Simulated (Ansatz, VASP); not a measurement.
## Nb2H in VASP and in Ansatz

```xyz
6
Lattice="2.8632 0.0000 0.0000 -1.4316 2.4796 0.0000 0.0000 0.0000 39.8680" Properties=species:S:1:pos:R:3 pbc="T T T"
Nb    0.0000    1.6531    7.0110
Nb    1.4316    0.8265    9.6602
Nb    0.0000    1.6531   14.9890
Nb    1.4316    0.8265   12.3398
H     0.0000    0.0000    8.3772
H     0.0000    0.0000   13.6228
```

Alike in both runs: functional PBE; dispersion D3(BJ); k mesh 18 × 18 × 1; occupations gaussian, width 0.1 eV; no spin polarisation.

Ansatz relaxed the structure, and its values are those at the end. VASP's run is a single point on that final structure, the one shown.

|  | VASP | Ansatz |
| --- | --- | --- |
| version | VASP 6.6.1 | Ansatz 0.2.0 |
| potentials or method | VASP PAW PBE potentials, release 64 (Nb_sv, H), cutoff 520 eV | scalar-relativistic, plane waves, PAW |
| valence electrons in the cell | 54 | 54 |

|  | VASP | Ansatz | Ansatz less VASP |
| --- | --- | --- | --- |
| gap on the k mesh at the Fermi level (eV) | none | none | - |
| rms of the force components (eV/Å) | 0.005 | 0.002 | -0.0038 |

A gap of «none» marks a metal or a gap that the smearing closes. Ansatz's warnings: slab cell height set.
